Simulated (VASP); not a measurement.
# ScAs4 (I4/mmm) in VASP: notebook

ScAs4 is run at these levels: PBE; tasks: single point, relaxation of cell and atoms.

All numbers are computed with VASP 6.6.1; they aren't measurements. Logs are shortened: lines on timing, memory, paths and dates and some standing lists are left out, and cuts for length are marked.

### 1 The cell of the first run

Symmetry: I4/mmm, No. 139, tetragonal system. Conventional cell: a = 7.131 Å, b = 7.131 Å, c = 4.767 Å, α = 90.00°, β = 90.00°, γ = 90.00°. Sc (site symmetry 4/mmm) has 4 As at 2.37 Å within 3.1 Å. As (site symmetry m2m) has 1 Sc at 2.37 Å and 5 As at 2.39 to 2.92 Å within 3.1 Å.

The cell was built from a structure type or drawn by symmetry, and may not be a known phase.

### 2 Single point, PBE

Input file INCAR:

```
  ALGO = Normal
  EDIFF = 1E-6
  ENCUT = 500
  GGA = PE
  GGA_COMPAT = False
  ISIF = 2
  ISMEAR = 0
  LASPH = True
  LCHARG = False
  LREAL = False
  LWAVE = False
  NBANDS = 24
  NELM = 120
  PREC = Accurate
  SIGMA = 0.1
```

Input file KPOINTS:

```
k-points
0
Gamma
  4 4 4
```

Input file POSCAR:

```
ScAs4
1.0
   -3.5657207100      3.5657207100      2.3837127300
    3.5657207100     -3.5657207100      2.3837127300
    3.5657207100      3.5657207100     -2.3837127300
Sc As
1 4
Direct
    0.5000000000      0.5000000000      0.0000000000
    0.5000000000      0.8325591900      0.3325591900
    0.5000000000      0.1674408100      0.6674408100
    0.8325591900      0.5000000000      0.3325591900
    0.1674408100      0.5000000000      0.6674408100
```

Potentials or basis: VASP PAW PBE potentials, release 64 (Sc_sv, As).

Started as:

```
$ cat potpaw_PBE.64/Sc_sv/POTCAR potpaw_PBE.64/As/POTCAR > POTCAR
$ mpirun -np 1 vasp_std > vasp.out
```

OUTCAR:

```text
EDIFF = 1E-6
   ENCUT = 500
   GGA = PE
   ISIF = 2
   ISMEAR = 0
   LASPH = True
   LREAL = False
   NELM = 120
   PREC = Accurate

 ion  position               nearest neighbor table
   1  0.500  0.500  0.000-   2 2.37   3 2.37   4 2.37   5 2.37
   2  0.500  0.833  0.333-   1 2.37   3 2.39
   3  0.500  0.167  0.667-   1 2.37   2 2.39
   4  0.833  0.500  0.333-   1 2.37   5 2.39
   5  0.167  0.500  0.667-   1 2.37   4 2.39

  LATTYP: Found a body centered tetragonal cell.
 ALAT       =     7.1314414200
 C/A-ratio  =     0.6685079746

  Lattice vectors:

 A1 = (  -3.5657207100,   3.5657207100,   2.3837127300)
 A2 = (   3.5657207100,  -3.5657207100,   2.3837127300)
 A3 = (   3.5657207100,   3.5657207100,  -2.3837127300)

Analysis of symmetry for initial positions (statically):
=====================================================================
 Subroutine PRICEL returns:
 Original cell was already a primitive cell.

 Routine SETGRP: Setting up the symmetry group for a
 body centered tetragonal supercell.

 Subroutine GETGRP returns: Found 16 space group operations
 (whereof 16 operations were pure point group operations)
 out of a pool of 16 trial point group operations.

The static configuration has the point symmetry D_4h.

Analysis of symmetry for dynamics (positions and initial velocities):
=====================================================================
 Subroutine PRICEL returns:
 Original cell was already a primitive cell.

 Routine SETGRP: Setting up the symmetry group for a
 body centered tetragonal supercell.

 Subroutine GETGRP returns: Found 16 space group operations
 (whereof 16 operations were pure point group operations)
 out of a pool of 16 trial point group operations.

The dynamic configuration has the point symmetry D_4h.

 Subroutine INISYM returns: Found 16 space group operations
 (whereof 16 operations are pure point group operations),
 and found     1 'primitive' translations

----------------------------------------------------------------------------------------

                                     Primitive cell

  volume of cell :     121.2296

  direct lattice vectors                    reciprocal lattice vectors
    -3.565720710  3.565720710  2.383712730     0.000000000  0.140224106  0.209756819
     3.565720710 -3.565720710  2.383712730     0.140224106  0.000000000  0.209756819
     3.565720710  3.565720710 -2.383712730     0.140224106  0.140224106  0.000000000

  length of vectors
     5.577706943  5.577706943  5.577706943     0.252310767  0.252310767  0.198306833

  position of ions in fractional coordinates (direct lattice)
     0.500000000  0.500000000  0.000000000
     0.500000000  0.832559190  0.332559190
     0.500000000  0.167440810  0.667440810
     0.832559190  0.500000000  0.332559190
     0.167440810  0.500000000  0.667440810

  ion indices of the primitive-cell ions
   primitive index   ion index
                 1           1
                 2           2
                 3           3
                 4           4
                 5           5

----------------------------------------------------------------------------------------

 KPOINTS: k-points

Automatic generation of k-mesh.
 Grid dimensions read from file:
 generate k-points for:    4    4    4

 Generating k-lattice:

  Cartesian coordinates                     Fractional coordinates (reciprocal lattice)
     0.000000000  0.035056027  0.052439205     0.250000000  0.000000000  0.000000000
     0.035056027  0.000000000  0.052439205     0.000000000  0.250000000  0.000000000
     0.035056027  0.035056027  0.000000000     0.000000000  0.000000000  0.250000000

  Length of vectors
     0.063077692  0.063077692  0.049576708

  Shift w.r.t. Gamma in fractional coordinates (k-lattice)
     0.000000000  0.000000000  0.000000000

 Subroutine IBZKPT returns following result:
 ===========================================

 Found     13 irreducible k-points:

 Following reciprocal coordinates:
            Coordinates               Weight
  0.000000  0.000000  0.000000      1.000000
  0.250000  0.000000  0.000000      8.000000
  0.500000  0.000000  0.000000      4.000000
  0.250000  0.250000  0.000000      8.000000
  0.500000  0.250000 -0.000000     16.000000
 -0.250000  0.250000  0.000000      4.000000
  0.500000  0.500000  0.000000      2.000000
  0.250000  0.250000  0.250000      2.000000
 -0.250000  0.250000  0.250000      4.000000
  0.500000  0.500000  0.250000      4.000000
 -0.250000  0.500000  0.250000      8.000000
 -0.250000 -0.250000  0.250000      2.000000
  0.500000  0.500000  0.500000      1.000000
   k-points           NKPTS =     13   k-points in BZ     NKDIM =     13   number of bands    NBANDS=     24
   number of dos      NEDOS =    301   number of ions     NIONS =      5
   total plane-waves  NPLWV =  74088
   dimension x,y,z NGX =    42 NGY =   42 NGZ =   42
   dimension x,y,z NGXF=    84 NGYF=   84 NGZF=   84
[... 107 lines left out ...]
      1     -45.3374      2.00000
      2     -24.1557      2.00000
      3     -24.1557      2.00000
      4     -24.1417      2.00000
      5      -8.7932      2.00000
      6      -8.5293      2.00000
[... 16 lines left out ...]
     23       7.0553      0.00000
     24       8.2421      0.00000

 k-point     5 :       0.5000    0.2500   -0.0000
  band No.  band energies     occupation
      1     -45.3374      2.00000
      2     -24.1564      2.00000
      3     -24.1553      2.00000
      4     -24.1405      2.00000
      5      -9.6833      2.00000
      6      -7.0903      2.00000
[... 16 lines left out ...]
     23       6.9828      0.00000
     24       8.0929      0.00000

 k-point     6 :      -0.2500    0.2500    0.0000
  band No.  band energies     occupation
      1     -45.3375      2.00000
      2     -24.1562      2.00000
      3     -24.1551      2.00000
      4     -24.1392      2.00000
      5     -10.1955      2.00000
      6      -5.9795      2.00000
[... 16 lines left out ...]
     23       7.2434      0.00000
     24       8.1602      0.00000

 k-point     7 :       0.5000    0.5000    0.0000
  band No.  band energies     occupation
      1     -45.3375      2.00000
      2     -24.1572      2.00000
      3     -24.1549      2.00000
      4     -24.1393      2.00000
      5     -10.0097      2.00000
      6      -6.6032      2.00000
[... 16 lines left out ...]
     23       6.4561      0.00000
     24       9.3664      0.00000

 k-point     8 :       0.2500    0.2500    0.2500
  band No.  band energies     occupation
      1     -45.3374      2.00000
      2     -24.1558      2.00000
      3     -24.1558      2.00000
      4     -24.1417      2.00000
      5      -8.5758      2.00000
      6      -8.5758      2.00000
[... 16 lines left out ...]
     23       7.2712      0.00000
     24       8.0074      0.00000

 k-point     9 :      -0.2500    0.2500    0.2500
  band No.  band energies     occupation
      1     -45.3375      2.00000
      2     -24.1560      2.00000
      3     -24.1559      2.00000
      4     -24.1393      2.00000
      5     -10.0848      2.00000
      6      -6.2880      2.00000
[... 16 lines left out ...]
     23       7.6975      0.00000
     24       7.9582      0.00000

 k-point    10 :       0.5000    0.5000    0.2500
  band No.  band energies     occupation
      1     -45.3375      2.00000
      2     -24.1569      2.00000
      3     -24.1557      2.00000
      4     -24.1394      2.00000
      5      -9.9598      2.00000
      6      -6.5753      2.00000
[... 16 lines left out ...]
     23       7.4835      0.00000
     24       8.8001      0.00000

 k-point    11 :      -0.2500    0.5000    0.2500
  band No.  band energies     occupation
      1     -45.3374      2.00000
      2     -24.1562      2.00000
      3     -24.1561      2.00000
      4     -24.1406      2.00000
      5      -9.5796      2.00000
      6      -7.3970      2.00000
[... 16 lines left out ...]
     23       7.2058      0.00000
     24       7.7136      0.00000

 k-point    12 :      -0.2500   -0.2500    0.2500
  band No.  band energies     occupation
      1     -45.3374      2.00000
      2     -24.1557      2.00000
      3     -24.1557      2.00000
      4     -24.1417      2.00000
      5      -8.9618      2.00000
      6      -8.4802      2.00000
[... 16 lines left out ...]
     23       6.9846      0.00000
     24       8.5138      0.00000

 k-point    13 :       0.5000    0.5000    0.5000
  band No.  band energies     occupation
      1     -45.3375      2.00000
      2     -24.1566      2.00000
      3     -24.1566      2.00000
      4     -24.1395      2.00000
      5      -9.9069      2.00000
      6      -6.5598      2.00000
[... 16 lines left out ...]
     23       7.7707      0.00000
     24       8.1140      0.00000

------------------------ aborting loop because EDIFF is reached ----------------------------------------

  FORCE on cell =-STRESS in cart. coord.  units (eV):
  Direction    XX          YY          ZZ          XY          YZ          ZX
  --------------------------------------------------------------------------------------
  -------------------------------------------------------------------------------------
  Total       10.7215062     10.7215062      1.5597108      0.0000000      0.0000000      0.0000000
  in kB      141.6960779    141.6960779     20.6132333      0.0000000      0.0000000      0.0000000
  external PRESSURE =     101.3351297 kB  Pullay stress =       0.0000000 kB

 VOLUME and BASIS-vectors are now :
 -----------------------------------------------------------------------------
  energy-cutoff  :      500.00
  volume of cell :      121.23
      direct lattice vectors                 reciprocal lattice vectors
    -3.565720710  3.565720710  2.383712730     0.000000000  0.140224106  0.209756819
     3.565720710 -3.565720710  2.383712730     0.140224106  0.000000000  0.209756819
     3.565720710  3.565720710 -2.383712730     0.140224106  0.140224106  0.000000000

 POSITION                                       TOTAL-FORCE (eV/Angst)
 -----------------------------------------------------------------------------------
      0.00000      0.00000      2.38371        -0.000000     -0.000000     -0.000000
      2.37163      0.00000      2.38371         1.790595     -0.000000      0.000000
      1.19409      3.56572      0.00000        -1.790595      0.000000     -0.000000
      0.00000      2.37163      2.38371        -0.000000      1.790595      0.000000
      3.56572      1.19409      0.00000        -0.000000     -1.790595     -0.000000
 -----------------------------------------------------------------------------------
    total drift:                               -0.000000      0.000000      0.000000

  FREE ENERGIE OF THE ION-ELECTRON SYSTEM (eV)
  ---------------------------------------------------
  free  energy   TOTEN  =       -21.7891774881 eV

  energy  without entropy=      -21.7686552642  energy(sigma->0) =      -21.77891638
```

It took 29 s on 1 thread of Intel Xeon 6975P-C (Granite Rapids), shared host; peak memory 0.25 GiB.

What came out:

```yaml
Free_energy: -21.7892 eV
Pressure: 10.1 GPa
Largest_force: 1.791 eV/Å
Band_gap_on_the_k_mesh: zero (an odd number of electrons rules out a gap without spin polarisation)
```

Forces in eV/Å, atoms in the order of the input:
```
Sc   0.000  0.000  0.000
As   1.791  0.000  0.000
As  -1.791  0.000  0.000
As   0.000  1.791  0.000
As   0.000 -1.791  0.000
```

Caveat: the k points lie up to 0.40 Å⁻¹ apart, too coarse for converged energies and pressures of a metal; forces of over 1 eV/Å act on the atoms, so gaps and moduli don't describe the material at rest.

### 3 Single point, PBE

This run uses another cell than the first one, of 27.12 Å³/atom.

Input file INCAR:

```
SYSTEM = ScAs4
PREC = Accurate
ENCUT = 500
EDIFF = 1E-6
ISMEAR = 0
SIGMA = 0.1
LREAL = .FALSE.
LASPH = .TRUE.
NELM = 120
ALGO = Normal
ISIF = 2
LWAVE = .FALSE.
LCHARG = .FALSE.
GGA = PE
NBANDS = 24
GGA_COMPAT = .FALSE.
```

Input file KPOINTS:

```
Automatic mesh
0
G
  4 4 4
  0 0 0
```

Input file POSCAR:

```
ScAs4
1.0
   -3.9082677146      3.9082677146      2.2197288005
    3.9082677146     -3.9082677146      2.2197288005
    3.9082677146      3.9082677146     -2.2197288005
Sc As
1 4
Direct
    0.5000000000      0.5000000000      0.0000000000
    0.5000000000      0.8402665859      0.3402665859
    0.5000000000      0.1597334141      0.6597334141
    0.8402665859      0.5000000000      0.3402665859
    0.1597334141      0.5000000000      0.6597334141
```

Potentials or basis: VASP PAW PBE potentials, release 64 (Sc_sv, As).

Started as:

```
$ cat potpaw_PBE.64/Sc_sv/POTCAR potpaw_PBE.64/As/POTCAR > POTCAR
$ mpirun -np 1 vasp_std > vasp.out
```

Run time: 32 s. Hardware: 1 thread of Intel Xeon 6975P-C (Granite Rapids), shared host; peak memory 0.31 GiB.

It converged, with:

| Property | Result |
| --- | --- |
| Free energy | -22.8183 eV |
| Pressure | 0.2 GPa |
| Largest force | 0.023 eV/Å |
| Band gap on the k mesh | zero (an odd number of electrons rules out a gap without spin polarisation) |

Forces in eV/Å, atoms in the order of the input:
```
Sc   0.000  0.000  0.000
As  -0.023  0.000  0.000
As   0.023  0.000  0.000
As   0.000 -0.023  0.000
As   0.000  0.023  0.000
```

Stress tensor (GPa, compression positive):
```
0.32 0.00 0.00
0.00 0.32 0.00
0.00 0.00 0.07
```

Levels at points of the mesh, in eV from the Fermi level:
```csv
k point,band 13,band 14,band 15,band 16,band 17,band 18,band 19,band 20
"(0.00, 0.00, 0.00)",-1.58,-1.58,-1.01,-1.01,0.17,2.04,2.05,2.05
"(0.50, 0.00, 0.00)",-0.87,-0.52,-0.46,-0.08,0.18,0.76,1.87,2.04
"(0.50, 0.50, 0.00)",-1.59,-1.18,-0.79,-0.63,-0.06,0.44,0.72,1.13
"(0.50, 0.50, 0.50)",-0.98,-0.77,-0.62,-0.62,-0.11,0.20,1.45,1.45
```

Caveat: the k points lie up to 0.41 Å⁻¹ apart, too coarse for converged energies and pressures of a metal.

### 4 Relaxation of cell and atoms, PBE

Input file INCAR:

```
ALGO     = Normal         # electronic algorithm
EDIFF    = 1E-7           # SCF threshold, eV
EDIFFG   = -0.04          # ionic threshold
ENCUT    = 500            # plane-wave cutoff, eV
GGA      = PE             # functional
GGA_COMPAT= F            
IBRION   = 2              # ionic algorithm
ISIF     = 3              # what is computed and relaxed
ISMEAR   = 0              # smearing method
LASPH    = T              # aspherical terms in the spheres
LCHARG   = F              # write CHGCAR
LREAL    = F              # projectors in reciprocal space
LWAVE    = F              # write WAVECAR
NELM     = 120            # most SCF steps
NELMIN   = 4            
NSW      = 90             # ionic steps
PREC     = Accurate       # precision mode
SIGMA    = 0.1            # smearing width, eV
```

Input file KPOINTS:

```
k-points
0
Gamma
  4 4 4
```

Input file POSCAR:

```
ScAs4
1.0
   -3.5657207100      3.5657207100      2.3837127300
    3.5657207100     -3.5657207100      2.3837127300
    3.5657207100      3.5657207100     -2.3837127300
Sc As
1 4
Direct
    0.5000000000      0.5000000000      0.0000000000
    0.5000000000      0.8325591900      0.3325591900
    0.5000000000      0.1674408100      0.6674408100
    0.8325591900      0.5000000000      0.3325591900
    0.1674408100      0.5000000000      0.6674408100
```

Started as:

```
$ cat potpaw_PBE.64/Sc_sv/POTCAR potpaw_PBE.64/As/POTCAR > POTCAR
$ mpirun -np 1 vasp_std > vasp.out
```

It took 3.2 min on 1 thread of Intel Xeon 6975P-C (Granite Rapids), shared host; peak memory 0.27 GiB.

Results (log left out):

```yaml
Free_energy: -22.8162 eV
Relaxed_volume: 27.22 Å³/atom
Relaxed_cell: a = 5.972 Å, b = 5.972 Å, c = 5.972 Å, α = 97.88°, β = 97.88°, γ = 136.53°
Space_group_after_relaxing_to_0.1_Å: I4/mmm (No. 139)
Energy_gained_by_relaxing: 205.4 meV/atom
Ionic_steps: 11
Pressure_after_relaxing: 0.0 GPa
Largest_force_after_relaxing: 0.010 eV/Å
Band_gap_on_the_k_mesh: zero (an odd number of electrons rules out a gap without spin polarisation)
```

Forces in eV/Å, atoms in the order of the input:
```
Sc   0.000  0.000  0.000
As   0.010  0.000  0.000
As  -0.010  0.000  0.000
As   0.000  0.010  0.000
As   0.000 -0.010  0.000
```

Stress tensor (GPa, compression positive):
```
-0.08  0.00  0.00
 0.00 -0.08  0.00
 0.00  0.00  0.13
```

The path:
| step | energy change (eV) | largest force (eV/Å) | pressure (GPa) | volume (Å³) |
| --- | --- | --- | --- | --- |
| 1 | 0.0000 | 1.7906 | 10.13 | 121.23 |
| 2 | -0.8437 | 0.1732 | -2.65 | 149.83 |
| 3 | -0.9179 | 0.0916 | -0.63 | 141.78 |
| 4 | -0.9183 | 0.0680 | -0.81 | 142.38 |
| 5 | -0.9559 | 0.1104 | -0.27 | 140.11 |
| 6 | -0.9785 | 0.3446 | 0.50 | 137.36 |
| 7 | -1.0079 | 0.2076 | 0.07 | 137.37 |
| 8 | -1.0107 | 0.1806 | -0.63 | 137.18 |
| 9 | -1.0258 | 0.0070 | -0.35 | 137.32 |
| 10 | -1.0259 | 0.0124 | -0.38 | 137.31 |
| 11 | -1.0270 | 0.0105 | -0.01 | 136.12 |

Final structure:
```cif
data_structure
_symmetry_space_group_name_H-M 'P 1'
_symmetry_Int_Tables_number 1
_cell_length_a 5.9720
_cell_length_b 5.9720
_cell_length_c 5.9720
_cell_angle_alpha 97.883
_cell_angle_beta 97.883
_cell_angle_gamma 136.526
_cell_volume 136.12
loop_
_atom_site_label
_atom_site_type_symbol
_atom_site_fract_x
_atom_site_fract_y
_atom_site_fract_z
_atom_site_occupancy
Sc1 Sc 0.50000 0.50000 0.00000 1
As1 As 0.50000 0.84015 0.34015 1
As2 As 0.50000 0.15985 0.65985 1
As3 As 0.84015 0.50000 0.34015 1
As4 As 0.15985 0.50000 0.65985 1
```

Levels at points of the mesh, in eV from the Fermi level:
| k point | band 13 | band 14 | band 15 | band 16 | band 17 | band 18 | band 19 |
| --- | --- | --- | --- | --- | --- | --- | --- |
| (0.00, 0.00, 0.00) | -1.55 | -1.55 | -0.98 | -0.98 | 0.16 | 2.02 | 2.04 |
| (0.50, 0.00, 0.00) | -0.86 | -0.52 | -0.43 | -0.09 | 0.20 | 0.76 | 1.88 |
| (0.50, 0.50, 0.00) | -1.61 | -1.17 | -0.76 | -0.65 | -0.04 | 0.43 | 0.74 |
| (0.50, 0.50, 0.50) | -0.95 | -0.81 | -0.59 | -0.59 | -0.08 | 0.20 | 1.40 |

Caveat: the k points lie up to 0.41 Å⁻¹ apart in the final cell, too coarse for converged energies and pressures of a metal.

### 5 The runs side by side

| task | cell | gap on the mesh (eV) | pressure (GPa) | largest force (eV/Å) |
| --- | --- | --- | --- | --- |
| single point | a = 5.578 Å, angles 100.5, 100.5, 129.4°, 5 atoms, atomic positions A | none | 10.1 | 1.79 |
| single point | a = 5.956 Å, angles 98.0, 98.0, 136.2°, 5 atoms, atomic positions B | none | 0.2 | 0.02 |
| relaxation of cell and atoms | relaxed from a = 5.578 Å, angles 100.5, 100.5, 129.4°, 5 atoms, atomic positions A | none | 0.0 | 0.01 |

Alike in all rows: level PBE; potentials or basis VASP PAW PBE potentials, release 64 (Sc_sv, As); no spin polarisation; k mesh 4 × 4 × 4; cutoff (eV) 500; smearing gaussian 0.1 eV.

Caveats: all runs use coarse meshes; forces of over 1 eV/Å act on the atoms, so gaps and moduli don't describe the material at rest (at least some runs).

Absolute energies hang on the potentials; compare differences alone.
